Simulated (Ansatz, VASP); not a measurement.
# BaTiO3: VASP beside Ansatz

The input INCAR:

```
  PREC = Accurate
  ENCUT = 520
  EDIFF = 1E-8
  ISMEAR = -1
  SIGMA = 0.02
  LREAL = F
  LASPH = T
  NELM = 80
  ALGO = Normal
  ISIF = 2
  LWAVE = F
  LCHARG = F
  GGA = PE
  LEFG = T
  NBANDS = 28
```

File KPOINTS:

```
regular mesh
0
Gamma
  6 6 6
```

File POSCAR:

```
BaTiO3
1.0
    3.9998000000      0.0000000000      0.0000000000
    0.0000000000      3.9998000000      0.0000000000
    0.0000000000      0.0000000000      4.0180000000
Ba Ti O
1 1 3
Direct
    0.0000000000      0.0000000000      0.0000000000
    0.5000000000      0.5000000000      0.4900000000
    0.5000000000      0.5000000000      0.0190000000
    0.5000000000      0.0000000000      0.5170000000
    0.0000000000      0.5000000000      0.5170000000
```

Input for Ansatz:

```yaml
crystal:
  lattice:
    - [3.9998, 0.0, 0.0]
    - [0.0, 3.9998, 0.0]
    - [0.0, 0.0, 4.018]
  atoms:
    - { symbol: Ba, position: [0.0, 0.0, 0.0] }
    - { symbol: Ti, position: [0.5, 0.5, 0.49] }
    - { symbol: O, position: [0.5, 0.5, 0.019] }
    - { symbol: O, position: [0.5, 0.0, 0.517] }
    - { symbol: O, position: [0.0, 0.5, 0.517] }
kpoints:
  mp_grid: { grid: [6, 6, 6] }
scf:
  occupations: { method: fermi_dirac, width: 0.02 }
hamiltonian:
  xc: pbe
  pseudopotentials: { kind: paw }
output:
  forces: true
  stress: true
  populations: true
  efg:
    quadrupole_moments_barn: { Ba: 0.236, Ti: 0.247, O: -0.02558 }
    contact_densities: true
  write_density: true
  write_potential: true
  elf: true
  volumetric_format: npy
```

Alike in both runs: task electric field gradients; functional PBE; k mesh 6 × 6 × 6; occupations fermi-dirac, width 0.02 eV; no spin polarisation.

|  | VASP | Ansatz |
| --- | --- | --- |
| version | VASP 6.6.1 | Ansatz 0.2.0 |
| potentials or method | VASP PAW PBE potentials, release 64 (Ba_sv, Ti_sv, O) | plane-wave PAW, scalar-relativistic |
| plane-wave cutoff (eV) | 520 | 420 |
| valence electrons in the cell | 40 | 40 |

|  | VASP | Ansatz | Ansatz less VASP |
| --- | --- | --- | --- |
| gap on the k mesh at the Fermi level (eV) | 1.77 | 1.84 | +0.066 |
| pressure (GPa) | 4.2 | 2.4 | -1.78 |
| traceless stress, the component that is largest in VASP (GPa) | 0.63 | 0.59 | -0.037 |
| rms of the force components (eV/Å) | 0.090 | 0.097 | +0.0072 |
| size of Vzz on the site where it differs most (V/Å²) | 19.1 | 20.1 | +0.98 |

Atom by atom the forces differ by 0.017 eV/Å (rms over components). The functional is the same, so the differences come from potentials, cutoffs and numerics.

Neither program's run includes spin-orbit coupling.
